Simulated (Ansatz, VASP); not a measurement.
Ge6MoW2: VASP beside Ansatz

Contents of INCAR:

```
SYSTEM = Ge6MoW2
PREC = Accurate
ENCUT = 520
EDIFF = 1E-7
ISMEAR = 0
SIGMA = 0.1
LREAL = .False.
LASPH = .True.
NELM = 150
ALGO = Normal
ISIF = 2
LWAVE = .False.
LCHARG = .False.
ISPIN = 2
MAGMOM = 0 0 0 0 0 0 1 0 0
LORBIT = 11
LMAXMIX = 4
GGA = PE
NBANDS = 77
```

Contents of KPOINTS:

```
Automatic mesh
0
Gamma
  4 4 4
  0 0 0
```

POSCAR

```
Ge6MoW2
1.0
    0.0000000000      4.1435220538      7.0970520258
    2.3598571386      0.0000000000      7.0970520258
    2.3598571386      4.1435220538      0.0000000000
Ge Mo W
6 1 2
Direct
    0.0041882430      0.3287788593      0.6712211407
    0.3378179352      0.6621820648      0.3378179352
    0.6712211407      0.9958117570      0.0041882430
    0.3287788593      0.0041882430      0.9958117570
    0.6621820648      0.3378179352      0.6621820648
    0.9958117570      0.6712211407      0.3287788593
    0.0000000000      0.0000000000      0.0000000000
    0.6663378498      0.6663378498      0.3336621502
    0.3336621502      0.3336621502      0.6663378498
```

Input for Ansatz:

```yaml
crystal:
  lattice:
    - [0.0, 4.1435220538, 7.0970520258]
    - [2.3598571386, 0.0, 7.0970520258]
    - [2.3598571386, 4.1435220538, 0.0]
  atoms:
    - { symbol: Ge, position: [0.004188243, 0.3287788593, 0.6712211407] }
    - { symbol: Ge, position: [0.3378179352, 0.6621820648, 0.3378179352] }
    - { symbol: Ge, position: [0.6712211407, 0.995811757, 0.004188243] }
    - { symbol: Ge, position: [0.3287788593, 0.004188243, 0.995811757] }
    - { symbol: Ge, position: [0.6621820648, 0.3378179352, 0.6621820648] }
    - { symbol: Ge, position: [0.995811757, 0.6712211407, 0.3287788593] }
    - { symbol: Mo, position: [0.0, 0.0, 0.0], spin: 1.0 }
    - { symbol: W, position: [0.6663378498, 0.6663378498, 0.3336621502] }
    - { symbol: W, position: [0.3336621502, 0.3336621502, 0.6663378498] }
basis:
  ecutwfc: 420
kpoints:
  mp_grid: { grid: [4, 4, 4] }
hamiltonian:
  xc: pbe
scf:
  occupations: { method: gaussian, width: 0.1 }
  lower_state_search: "off"
output:
  forces: true
  stress: true
  eigenvalues: true
  populations: true
magnetization:
  spin_polarized: true
```

Alike in both runs: task single point; functional PBE; k mesh 4 × 4 × 4; occupations gaussian, width 0.1 eV; collinear spin.

```csv
,VASP,Ansatz
version,VASP 6.6.1,Ansatz 0.2.0
potentials or method,"VASP PAW PBE potentials, release 64 (Ge_d, Mo_sv, W_sv), cutoff 520 eV","scalar-relativistic, plane waves, PAW"
valence electrons in the cell,126,126
```

|  | VASP | Ansatz | Ansatz less VASP |
| --- | --- | --- | --- |
| gap on the k mesh at the Fermi level (eV) | none | none | - |
| pressure (GPa) | 0.2 | -0.1 | -0.26 |
| traceless stress, the component that is largest in VASP (GPa) | -0.07 | -0.09 | -0.016 |
| rms of the force components (eV/Å) | 0.007 | 0.010 | +0.0026 |
| net moment per atom (μB) | 0.00 | 0.00 | 0.000 |

Atom by atom the forces differ by 0.003 eV/Å (rms over components). A gap of «none» marks a metal or a gap that the smearing closes. Ansatz's warnings: seeded moment not kept.

The k mesh is coarse, so the values compare programs but aren't converged. Neither program's run includes spin-orbit coupling.
